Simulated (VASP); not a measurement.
# Pt (R-3m) in VASP: a series of runs

Runs on Pt. Level: LDA. Tasks: single point.

Everything below comes from runs of VASP 6.6.1. Logs are shortened: lines on timing, memory, paths and dates and some standing lists are left out, and cuts for length are marked.

### Step 1. The cell of the first run

It takes space group R-3m (No. 166, trigonal). Conventional cell: a = 2.987 Å, b = 2.987 Å, c = 5.800 Å, α = 90.00°, β = 90.00°, γ = 120.00°. Pt (site symmetry -3m) has 12 Pt at 2.59 to 2.99 Å within 3.4 Å.

### Step 2. Single point, LDA

The input, INCAR:

```
PREC = Accurate ; ENCUT = 520
EDIFF = 1E-6 ; ISMEAR = 0
SIGMA = 0.15 ; LREAL = F
LASPH = T ; NELM = 80
ALGO = Normal ; ISIF = 2
LWAVE = F ; LCHARG = F
NBANDS = 11
```

The input, KPOINTS:

```
Automatic mesh
0
Gamma
  20 20 20
```

The input, POSCAR:

```
Pt
1.0
   -0.2920150933      1.8202274147      1.8202274147
    1.8202274147     -0.2920150933      1.8202274147
    1.8202274147      1.8202274147     -0.2920150933
Pt
1
Direct
    0.0000000000      0.0000000000      0.0000000000
```

Potentials or basis: VASP PAW LDA potentials, release 64 (Pt).

On the command line:

```
> cat potpaw_LDA.64/Pt/POTCAR > POTCAR
> mpirun -np 1 vasp_std > vasp.out
```

OUTCAR:

```text
PREC = Accurate
   ENCUT = 520
   EDIFF = 1E-6
   ISMEAR = 0
   LREAL = F
   LASPH = T
   NELM = 80
   ISIF = 2

 ion  position               nearest neighbor table
   1  0.000  0.000  0.000-

  LATTYP: Found a trigonal (rhomboedric) cell.
 ALAT       =     2.5907003874
 COS(alpha) =     0.3352579124

  Lattice vectors:

 A1 = (  -0.2920150933,   1.8202274147,   1.8202274147)
 A2 = (   1.8202274147,  -0.2920150933,   1.8202274147)
 A3 = (   1.8202274147,   1.8202274147,  -0.2920150933)

Analysis of symmetry for initial positions (statically):
=====================================================================
 Subroutine PRICEL returns:
 Original cell was already a primitive cell.

 Routine SETGRP: Setting up the symmetry group for a
 trigonal (rhombohedral) supercell.

 Subroutine GETGRP returns: Found 12 space group operations
 (whereof 12 operations were pure point group operations)
 out of a pool of 12 trial point group operations.

The static configuration has the point symmetry D_3d.

Analysis of symmetry for dynamics (positions and initial velocities):
=====================================================================
 Subroutine PRICEL returns:
 Original cell was already a primitive cell.

 Routine SETGRP: Setting up the symmetry group for a
 trigonal (rhombohedral) supercell.

 Subroutine GETGRP returns: Found 12 space group operations
 (whereof 12 operations were pure point group operations)
 out of a pool of 12 trial point group operations.

The dynamic configuration has the point symmetry D_3d.

 Subroutine INISYM returns: Found 12 space group operations
 (whereof 12 operations are pure point group operations),
 and found     1 'primitive' translations

----------------------------------------------------------------------------------------

                                     Primitive cell

  volume of cell :      14.9393

  direct lattice vectors                    reciprocal lattice vectors
    -0.292015093  1.820227415  1.820227415    -0.216071472  0.257359015  0.257359015
     1.820227415 -0.292015093  1.820227415     0.257359015 -0.216071472  0.257359015
     1.820227415  1.820227415 -0.292015093     0.257359015  0.257359015 -0.216071472

  length of vectors
     2.590700387  2.590700387  2.590700387     0.423266118  0.423266118  0.423266118

  position of ions in fractional coordinates (direct lattice)
     0.000000000  0.000000000  0.000000000

  ion indices of the primitive-cell ions
   primitive index   ion index
                 1           1

----------------------------------------------------------------------------------------

 KPOINTS: Automatic mesh

Automatic generation of k-mesh.
 Grid dimensions read from file:
 generate k-points for:   20   20   20

 Generating k-lattice:

  Cartesian coordinates                     Fractional coordinates (reciprocal lattice)
    -0.010803574  0.012867951  0.012867951     0.050000000  0.000000000  0.000000000
     0.012867951 -0.010803574  0.012867951     0.000000000  0.050000000  0.000000000
     0.012867951  0.012867951 -0.010803574     0.000000000  0.000000000  0.050000000

  Length of vectors
     0.021163306  0.021163306  0.021163306

  Shift w.r.t. Gamma in fractional coordinates (k-lattice)
     0.000000000  0.000000000  0.000000000

 Subroutine IBZKPT returns following result:
 ===========================================

 Found    781 irreducible k-points:

 Following reciprocal coordinates:
            Coordinates               Weight
  0.000000  0.000000  0.000000      1.000000
  0.050000 -0.000000 -0.000000      6.000000
  0.100000 -0.000000 -0.000000      6.000000
  0.150000  0.000000 -0.000000      6.000000
  0.200000 -0.000000 -0.000000      6.000000
  0.250000  0.000000  0.000000      6.000000
[... 16 lines left out ...]
 -0.400000  0.050000 -0.000000     12.000000
 -0.350000  0.050000  0.000000     12.000000
 [... further k-points ...]
   k-points           NKPTS =    781   k-points in BZ     NKDIM =    781   number of bands    NBANDS=     11
   number of dos      NEDOS =    301   number of ions     NIONS =      1
   total plane-waves  NPLWV =   8000
   dimension x,y,z NGX =    20 NGY =   20 NGZ =   20
   dimension x,y,z NGXF=    40 NGYF=   40 NGZF=   40
   ions per type =               1
   NGX,Y,Z   is equivalent  to a cutoff of  12.83, 12.83, 12.83 a.u.
   NGXF,Y,Z  is equivalent  to a cutoff of  25.67, 25.67, 25.67 a.u.
 SYSTEM =  unknown system
   PREC   = accura    normal or accurate (medium, high low for compatibility)
   ISTART =      0    job   : 0-new  1-cont  2-samecut
   ICHARG =      2    charge: 1-file 2-atom 10-const
   ISPIN  =      1    spin polarized calculation?
   LNONCOLLINEAR =      F non collinear calculations
   LSORBIT =      F    spin-orbit coupling
   LASPH  =      T    aspherical Exc in radial PAW
   ENCUT  =  520.0 eV  38.22 Ry    6.18 a.u.   4.82  4.82  4.82*2*pi/ulx,y,z
   NELM   =     80;   NELMIN=  2; NELMDL= -5     # of ELM steps
[... 56 lines left out ...]
  band No.  band energies     occupation
      1       0.9890      2.00000
      2       5.8873      2.00000
      3       5.8873      2.00000
      4       9.6070      2.00000
      5      10.3496      2.00000
      6      10.3496      2.00000
      7      25.6638      0.00000
      8      29.0717      0.00000
      9      29.0717      0.00000
     10      36.6372      0.00000
     11      37.1260      0.00000

 k-point     2 :       0.0500   -0.0000   -0.0000
  band No.  band energies     occupation
      1       1.0810      2.00000
      2       5.9002      2.00000
      3       5.9174      2.00000
      4       9.6014      2.00000
      5      10.3154      2.00000
      6      10.3341      2.00000
      7      25.7833      0.00000
      8      28.7460      0.00000
      9      29.2547      0.00000
     10      36.4330      0.00000
     11      37.7117      0.00000

 k-point     3 :       0.1000   -0.0000   -0.0000
  band No.  band energies     occupation
      1       1.3483      2.00000
      2       5.9345      2.00000
      3       6.0056      2.00000
      4       9.5958      2.00000
      5      10.2251      2.00000
      6      10.2933      2.00000
      7      26.0778      0.00000
      8      27.9078      0.00000
      9      29.7911      0.00000
     10      36.4272      0.00000
     11      38.0320      0.00000

 k-point     4 :       0.1500    0.0000   -0.0000
  band No.  band energies     occupation
      1       1.7629      2.00000
      2       5.9774      2.00000
      3       6.1512      2.00000
      4       9.6151      2.00000
      5      10.1103      2.00000
      6      10.2453      2.00000
      7      26.0157      0.00000
      8      27.1933      0.00000
      9      30.6455      0.00000
     10      36.1082      0.00000
     11      36.5070      0.00000

 k-point     5 :       0.2000   -0.0000   -0.0000
  band No.  band energies     occupation
      1       2.2709      2.00000
      2       6.0113      2.00000
      3       6.3701      2.00000
      4       9.6691      2.00000
      5      10.0115      2.00000
      6      10.2293      2.00000
      7      24.7629      0.00000
      8      27.4283      0.00000
      9      31.7528      0.00000
     10      34.8709      0.00000
     11      35.1974      0.00000
[... 211 lines left out ...]
 k-point    21 :       0.5000    0.0500    0.0000
  band No.  band energies     occupation
      1       3.7774      2.00000
      2       5.8639      2.00000
      3       9.4219      2.00000
      4       9.5462      2.00000
      5      10.7071      1.99992
      6      11.6000      0.00001
      7      16.9106      0.00000
      8      26.6377      0.00000
      9      29.0320      0.00000
     10      33.4381      0.00000
     11      38.0633      0.00000

 k-point    22 :      -0.4500    0.0500    0.0000
  band No.  band energies     occupation
      1       3.7648      2.00000
      2       5.8704      2.00000
      3       9.4061      2.00000
      4       9.5780      2.00000
      5      10.8070      1.99736
      6      11.2385      0.28848
      7      17.1497      0.00000
      8      26.6669      0.00000
      9      29.0214      0.00000
     10      33.6615      0.00000
     11      38.2037      0.00000

 k-point    23 :      -0.4000    0.0500   -0.0000
  band No.  band energies     occupation
      1       3.7177      2.00000
      2       5.9059      2.00000
      3       8.9679      2.00000
      4       9.5597      2.00000
      5      10.5426      2.00000
      6      11.0355      1.60623
      7      18.1035      0.00000
      8      26.8714      0.00000
      9      29.3390      0.00000
     10      34.3095      0.00000
     11      37.8047      0.00000

 k-point    24 :      -0.3500    0.0500    0.0000
  band No.  band energies     occupation
      1       3.6045      2.00000
      2       5.9575      2.00000
      3       8.1605      2.00000
      4       9.5829      2.00000
      5      10.2976      2.00000
      6      10.8686      1.98472
      7      19.4703      0.00000
      8      27.1720      0.00000
      9      29.9525      0.00000
     10      35.1439      0.00000
     11      36.8352      0.00000

 [... further k-points ...]

------------------------ aborting loop because EDIFF is reached ----------------------------------------

  FORCE on cell =-STRESS in cart. coord.  units (eV):
  Direction    XX          YY          ZZ          XY          YZ          ZX
  --------------------------------------------------------------------------------------
  -------------------------------------------------------------------------------------
  Total        1.0746496      1.0746496      1.0746496      1.1114798      1.1114798      1.1114798
  in kB      115.2517235    115.2517235    115.2517235    119.2016088    119.2016088    119.2016088
  external PRESSURE =     115.2517235 kB  Pullay stress =       0.0000000 kB

 VOLUME and BASIS-vectors are now :
 -----------------------------------------------------------------------------
  energy-cutoff  :      520.00
  volume of cell :       14.94
      direct lattice vectors                 reciprocal lattice vectors
    -0.292015093  1.820227415  1.820227415    -0.216071472  0.257359015  0.257359015
     1.820227415 -0.292015093  1.820227415     0.257359015 -0.216071472  0.257359015
     1.820227415  1.820227415 -0.292015093     0.257359015  0.257359015 -0.216071472

 POSITION                                       TOTAL-FORCE (eV/Angst)
 -----------------------------------------------------------------------------------
      0.00000      0.00000      0.00000         0.000000      0.000000      0.000000
 -----------------------------------------------------------------------------------
    total drift:                                0.000000      0.000000      0.000000

  FREE ENERGIE OF THE ION-ELECTRON SYSTEM (eV)
  ---------------------------------------------------
  free  energy   TOTEN  =        -7.2369644922 eV

  energy  without entropy=       -7.2253055681  energy(sigma->0) =       -7.23113503
```

It took 32 s on 1 thread of Intel Xeon 6975P-C (Granite Rapids), shared host; peak memory 0.22 GiB.

What came out:

```
Free energy            : -7.2370 eV
Pressure               : 11.5 GPa
Band gap on the k mesh : zero (bands 5 and 6 overlap by 3.77 eV)
```

Levels at points of the mesh, in eV from the Fermi level:
```csv
k point,band 2,band 3,band 4,band 5,band 6,band 7,band 8,band 9
"(0.00, 0.00, 0.00)",-5.24,-5.24,-1.52,-0.78,-0.78,14.54,17.95,17.95
"(0.50, 0.00, 0.00)",-5.28,-1.59,-0.89,-0.82,0.06,5.77,15.41,17.99
"(0.50, 0.50, 0.00)",-6.65,-0.37,0.05,1.60,2.28,8.95,9.85,14.95
"(0.50, 0.50, 0.50)",-4.39,-4.39,1.25,1.25,2.33,10.02,12.62,16.18
```

Caveat: the cell stands under pressure; spin-orbit coupling is left out, which moves the levels of the heavy elements.

### Step 3. Single point, LDA

This run uses another cell than the first one, of 15.09 Å³/atom.

The input, INCAR:

```
PREC = Accurate
ENCUT = 520
EDIFF = 1E-6
ISMEAR = 0
SIGMA = 0.15
LREAL = False
LASPH = True
NELM = 60
ALGO = Normal
ISIF = 2
LWAVE = False
LCHARG = False
GGA = CA
NBANDS = 11
```

The input, KPOINTS:

```
regular mesh
0
Gamma
  20 20 20
```

The input, POSCAR:

```
Pt
1.0
   -0.1946767288      1.8688965969      1.8688965969
    1.8688965969     -0.1946767288      1.8688965969
    1.8688965969      1.8688965969     -0.1946767288
Pt
1
Direct
    0.0000000000      0.0000000000      0.0000000000
```

Potentials or basis: VASP PAW LDA potentials, release 64 (Pt).

On the command line:

```
> cat potpaw_LDA.64/Pt/POTCAR > POTCAR
> mpirun -np 1 vasp_std > vasp.out
```

It took 39 s on 1 thread of Intel Xeon 6975P-C (Granite Rapids), shared host; peak memory 0.23 GiB.

Results (log left out):

* Free energy: -7.3943 eV
* Pressure: 0.8 GPa
* Band gap on the k mesh: zero (bands 5 and 6 overlap by 3.13 eV)

Stress tensor (GPa, compression positive):
```
0.77 8.23 8.23
8.23 0.77 8.23
8.23 8.23 0.77
```

Levels at points of the mesh, in eV from the Fermi level:
```
           k point  band 2  band 3  band 4  band 5  band 6  band 7  band 8  band 9
(0.00, 0.00, 0.00)   -4.69   -4.69   -2.37   -1.20   -1.20   14.51   18.28   18.28
(0.50, 0.00, 0.00)   -4.85   -2.43   -0.76   -0.60    0.21    5.54   14.80   18.25
(0.50, 0.50, 0.00)   -6.62   -0.23    0.27    1.07    1.99    9.26    9.65   13.54
(0.50, 0.50, 0.50)   -4.14   -4.14    0.68    0.68    1.19    8.32   13.13   16.92
```

Caveat: spin-orbit coupling is left out, which moves the levels of the heavy elements.

### Step 4. Single point, LDA

This run uses another cell than the first one, of 15.10 Å³/atom.

The input, INCAR:

```
SYSTEM = Pt
  PREC = Accurate
  ENCUT = 520
  EDIFF = 1E-6
  ISMEAR = 0
  SIGMA = 0.15
  LREAL = .FALSE.
  LASPH = .TRUE.
  NELM = 100
  ALGO = Normal
  ISIF = 2
  LWAVE = .FALSE.
  LCHARG = .TRUE.
  LELF = .TRUE.
  LVHAR = .TRUE.
  NBANDS = 11
```

The input, KPOINTS:

```
regular mesh
0
G
  20 20 20
  0 0 0
```

The input, POSCAR:

```
Pt
1.0
    0.1946767288      2.0635733257      2.0635733257
    2.0635733257      0.1946767288      2.0635733257
    2.0635733257      2.0635733257      0.1946767288
Pt
1
Direct
    0.0000000000      0.0000000000      0.0000000000
```

On the command line:

```
> cat potpaw_LDA.64/Pt/POTCAR > POTCAR
> mpirun -np 1 vasp_std > vasp.out
```

It took 44 s on 1 thread of Intel Xeon 6975P-C (Granite Rapids), shared host; peak memory 0.24 GiB.

It converged, with:

```
Free energy            : -7.3961 eV
Pressure               : 1.3 GPa
Band gap on the k mesh : zero (bands 5 and 6 overlap by 2.51 eV)
```

Stress tensor (GPa, compression positive):
```
 1.29 -9.29 -9.29
-9.29  1.29 -9.29
-9.29 -9.29  1.29
```

Levels at points of the mesh, in eV from the Fermi level:
| k point | band 2 | band 3 | band 4 | band 5 | band 6 | band 7 | band 8 | band 9 |
| --- | --- | --- | --- | --- | --- | --- | --- | --- |
| (0.00, 0.00, 0.00) | -4.82 | -3.58 | -3.58 | -1.15 | -1.15 | 13.90 | 17.39 | 21.42 |
| (0.50, 0.00, 0.00) | -4.76 | -2.75 | -0.61 | 0.10 | 0.81 | 6.88 | 13.75 | 17.46 |
| (0.50, 0.50, 0.00) | -6.51 | -0.18 | 0.41 | 0.94 | 1.97 | 9.24 | 9.86 | 13.33 |
| (0.50, 0.50, 0.50) | -3.79 | -3.79 | -1.44 | 0.00 | 0.00 | 3.92 | 15.28 | 21.32 |

Caveat: spin-orbit coupling is left out, which moves the levels of the heavy elements.

### Step 5. Single point, LDA

This run uses another cell than the first one, of 15.39 Å³/atom.

The input, INCAR:

```
SYSTEM = Pt
ALGO = Normal
EDIFF = 1E-7
ENCUT = 520
ISIF = 2
ISMEAR = 0
LASPH = .TRUE.
LCHARG = .TRUE.
LELF = .TRUE.
LREAL = .FALSE.
LVHAR = .TRUE.
LWAVE = .FALSE.
NBANDS = 11
NELM = 60
PREC = Accurate
SIGMA = 0.15
```

The input, KPOINTS:

```
k-points
0
G
  20 20 20
  0 0 0
```

The input, POSCAR:

```
Pt
1.0
   -0.2920150933      1.8396950875      1.8396950875
    1.8396950875     -0.2920150933      1.8396950875
    1.8396950875      1.8396950875     -0.2920150933
Pt
1
Direct
    0.0000000000      0.0000000000      0.0000000000
```

On the command line:

```
> cat potpaw_LDA.64/Pt/POTCAR > POTCAR
> mpirun -np 1 vasp_std > vasp.out
```

Run time: 35 s. Hardware: 1 thread of Intel Xeon 6975P-C (Granite Rapids), shared host; peak memory 0.23 GiB.

It converged, with:

| Property | Result |
| --- | --- |
| Free energy | -7.2610 eV |
| Pressure | 1.9 GPa |
| Band gap on the k mesh | zero (bands 5 and 6 overlap by 3.55 eV) |

Stress tensor (GPa, compression positive):
```
1.95 9.97 9.97
9.97 1.95 9.97
9.97 9.97 1.95
```

Levels at points of the mesh, in eV from the Fermi level:
| k point | band 2 | band 3 | band 4 | band 5 | band 6 | band 7 | band 8 | band 9 |
| --- | --- | --- | --- | --- | --- | --- | --- | --- |
| (0.00, 0.00, 0.00) | -4.99 | -4.99 | -1.47 | -0.75 | -0.75 | 14.57 | 17.85 | 17.85 |
| (0.50, 0.00, 0.00) | -5.04 | -1.53 | -0.84 | -0.70 | 0.06 | 5.52 | 15.39 | 17.89 |
| (0.50, 0.50, 0.00) | -6.35 | -0.35 | 0.05 | 1.50 | 2.30 | 8.89 | 9.48 | 14.77 |
| (0.50, 0.50, 0.50) | -4.17 | -4.17 | 1.17 | 1.17 | 2.33 | 9.64 | 12.71 | 15.96 |

Caveat: spin-orbit coupling is left out, which moves the levels of the heavy elements.

### Step 6. Single point, LDA

This run uses another cell than the first one, of 15.42 Å³/atom.

The input, INCAR:

```
SYSTEM = Pt
PREC = Accurate ; ENCUT = 520
EDIFF = 1E-7 ; ISMEAR = 0
SIGMA = 0.15 ; LREAL = .FALSE.
LASPH = .TRUE. ; NELM = 80
ALGO = Normal ; ISIF = 2
LWAVE = .FALSE. ; LCHARG = .FALSE.
NBANDS = 11
```

The input, KPOINTS:

```
regular mesh
0
G
  20 20 20
  0 0 0
```

The input, POSCAR:

```
Pt
1.0
    0.2920150933      2.1317101808      2.1317101808
    2.1317101808      0.2920150933      2.1317101808
    2.1317101808      2.1317101808      0.2920150933
Pt
1
Direct
    0.0000000000      0.0000000000      0.0000000000
```

Potentials or basis: VASP PAW LDA potentials, release 64 (Pt).

On the command line:

```
> cat potpaw_LDA.64/Pt/POTCAR > POTCAR
> mpirun -np 1 vasp_std > vasp.out
```

It took 35 s on 1 thread of Intel Xeon 6975P-C (Granite Rapids), shared host; peak memory 0.24 GiB.

It converged, with:

```
Free energy            : -7.2523 eV
Pressure               : 3.9 GPa
Band gap on the k mesh : zero (bands 5 and 6 overlap by 2.63 eV)
```

Stress tensor (GPa, compression positive):
```
  3.91 -13.42 -13.42
-13.42   3.91 -13.42
-13.42 -13.42   3.91
```

Levels at points of the mesh, in eV from the Fermi level:
| k point | band 3 | band 4 | band 5 | band 6 | band 7 | band 8 |
| --- | --- | --- | --- | --- | --- | --- |
| (0.00, 0.00, 0.00) | -3.57 | -3.57 | -0.74 | -0.74 | 12.80 | 17.13 |
| (0.50, 0.00, 0.00) | -2.20 | -0.95 | 0.50 | 1.15 | 7.34 | 13.35 |
| (0.50, 0.50, 0.00) | -0.29 | 0.26 | 1.23 | 2.18 | 9.30 | 9.37 |
| (0.50, 0.50, 0.50) | -3.73 | -1.64 | 0.09 | 0.09 | 2.95 | 15.78 |

Caveat: the cell stands under pressure; spin-orbit coupling is left out, which moves the levels of the heavy elements.

### Step 7. Summary

```csv
cell,gap on the mesh (eV),pressure (GPa)
"a = 2.591 Å, angles 70.4°, 1 atom",none,11.5
"a = 2.650 Å, angles 66.8°, 1 atom",none,0.8
"a = 2.925 Å, angles 53.7°, 1 atom",none,1.3
"a = 2.618 Å, angles 70.3°, 1 atom",none,1.9
"a = 3.029 Å, angles 50.9°, 1 atom",none,3.9
```

Alike in all rows: task single point; level LDA; potentials or basis VASP PAW LDA potentials, release 64 (Pt); no spin polarisation; k mesh 20 × 20 × 20; cutoff (eV) 520; smearing gaussian 0.15 eV.

Caveats: spin-orbit coupling is left out, which moves the levels of the heavy elements; the cell stands under pressure (at least some runs).

Total energies depend on the potentials used, so only differences within one code and one set of settings carry meaning.
